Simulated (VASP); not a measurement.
A run of VASP 6.6.1 is set up as follows.

INCAR

```
SYSTEM = SrTe
PREC     = Accurate       ! precision mode
ENCUT    = 500            ! plane-wave cutoff, eV
EDIFF    = 1E-6           ! SCF threshold, eV
ISMEAR   = 0              ! smearing method
SIGMA    = 0.01           ! smearing width, eV
LREAL    = .False.        ! projectors in reciprocal space
LASPH    = .True.         ! aspherical terms in the spheres
NELM     = 120            ! most SCF steps
ALGO     = Normal         ! electronic algorithm
ISIF     = 2              ! what is computed and relaxed
LWAVE    = .False.        ! write WAVECAR
LCHARG   = .False.        ! write CHGCAR
GGA      = PE             ! functional
NBANDS   = 15             ! bands
GGA_COMPAT= .False.
```

Contents of KPOINTS:

```
regular mesh
0
Gamma
  6 6 6
  0 0 0
```

The input POSCAR:

```
SrTe
1.0
    0.0000000000      3.3527582020      3.3527582020
    3.3527582020      0.0000000000      3.3527582020
    3.3527582020      3.3527582020      0.0000000000
Sr Te
1 1
Direct
    0.0000000000      0.0000000000      0.0000000000
    0.5000000000      0.5000000000      0.5000000000
```

Potentials or basis: VASP PAW PBE potentials, release 64 (Sr_sv, Te).

Command:

```console
$ cat potpaw_PBE.64/Sr_sv/POTCAR potpaw_PBE.64/Te/POTCAR > POTCAR
$ mpirun -np 1 vasp_std > vasp.out
```

Question: Estimate the pressure.

Answer: 0.3 GPa.

Question: What does it give for the band gap on the k mesh?

Answer: 1.75 eV (least direct gap 2.47 eV).

Caveat: spin-orbit coupling is left out, which moves the levels of the heavy elements. A k mesh can miss the band edges.
